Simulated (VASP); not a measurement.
Set up this calculation in VASP 6.6.1, as the native input.

```
Task                   : single point
Functional             : PBE
Potentials or basis    : VASP PAW PBE potentials, release 64 (Mg, I)
Cutoff                 : 520 eV
k mesh                 : 6 × 6 × 6
Occupations            : fermi-dirac, width 0.02 eV
Spin                   : no spin polarisation
Dipole correction      : no
Further INCAR settings : ALGO = Normal; EDIFF = 1e-06; NBANDS = 15
```

The structure of MgI2 lies in POSCAR:

```
MgI2
1.0
    0.0000000000      3.8424777327      3.8424777327
    3.8424777327      0.0000000000      3.8424777327
    3.8424777327      3.8424777327      0.0000000000
Mg I
1 2
Direct
    0.0000000000      0.0000000000      0.0000000000
    0.2500000000      0.2500000000      0.2500000000
    0.7500000000      0.7500000000      0.7500000000
```

This cell differs from its parent crystal: strain +2.3%.

One way to write it, as run:

INCAR

```
SYSTEM = MgI2
ALGO = Normal ; EDIFF = 1E-6
ENCUT = 520 ; GGA = PE
ISIF = 2 ; ISMEAR = -1
LASPH = .True. ; LCHARG = .False.
LREAL = .False. ; LWAVE = .False.
NBANDS = 15 ; NELM = 60
PREC = Accurate ; SIGMA = 0.02
```

KPOINTS

```
k-points
0
Gamma
  6 6 6
  0 0 0
```

Potentials or basis: VASP PAW PBE potentials, release 64 (Mg, I).

Launch:

```sh
$ cat potpaw_PBE.64/Mg/POTCAR potpaw_PBE.64/I/POTCAR > POTCAR
$ mpirun -np 1 vasp_std > vasp.out
```

It gave:

The pressure is -1.6 GPa and the band gap on the k mesh is 0.46 eV (least direct gap 1.19 eV).

Caveat: the cell differs from its parent crystal (strain +2.3%); the structure was generated, so it needn't be the stable form of MgI2; semilocal functionals underestimate gaps, and a narrow one can read as zero; spin-orbit coupling is left out, which moves the levels of the heavy elements.

Wall time 63 s on 1 thread of Oxide Virtual Turin-like Processor (shared host), peak memory 0.21 GiB.
